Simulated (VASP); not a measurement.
A run of VASP 6.6.1 is set up as follows.

INCAR

```
SYSTEM = KCl
PREC     = Accurate       ! precision mode
ENCUT    = 520            ! plane-wave cutoff, eV
EDIFF    = 1E-6           ! SCF threshold, eV
ISMEAR   = -1             ! smearing method
SIGMA    = 0.02           ! smearing width, eV
LREAL    = .False.        ! projectors in reciprocal space
LASPH    = .True.         ! aspherical terms in the spheres
NELM     = 100            ! most SCF steps
ALGO     = Normal         ! electronic algorithm
ISIF     = 2              ! what is computed and relaxed
LWAVE    = .False.        ! write WAVECAR
LCHARG   = .False.        ! write CHGCAR
GGA      = PE             ! functional
NBANDS   = 15             ! bands
```

The input KPOINTS:

```
regular mesh
0
Gamma
  8 8 8
  0 0 0
```

The input POSCAR:

```
KCl
1.0
    0.0000000000      3.1247212928      3.1448483221
    3.1247212928      0.0000000000      3.1448483221
    3.1247212928      3.1247212928      0.0000000000
K Cl
1 1
Direct
    0.0000000000      0.0000000000      0.0000000000
    0.5000000000      0.5000000000      0.5000000000
```

Potentials or basis: VASP PAW PBE potentials, release 64 (K_sv, Cl).

The run is started by

```sh
$ cat potpaw_PBE.64/K_sv/POTCAR potpaw_PBE.64/Cl/POTCAR > POTCAR
$ mpirun -np 1 vasp_std > vasp.out
```

Question: Estimate the band gap on the k mesh.

Answer: 5.24 eV, direct.

Question: What does it give for the pressure?

Answer: 1.1 GPa.

Stress tensor (GPa, compression positive):
```
1.17 0.00 0.00
0.00 1.17 0.00
0.00 0.00 0.91
```

Caveat: the cell differs from its parent crystal (biaxial xy strain -0.6%). A k mesh can miss the band edges.
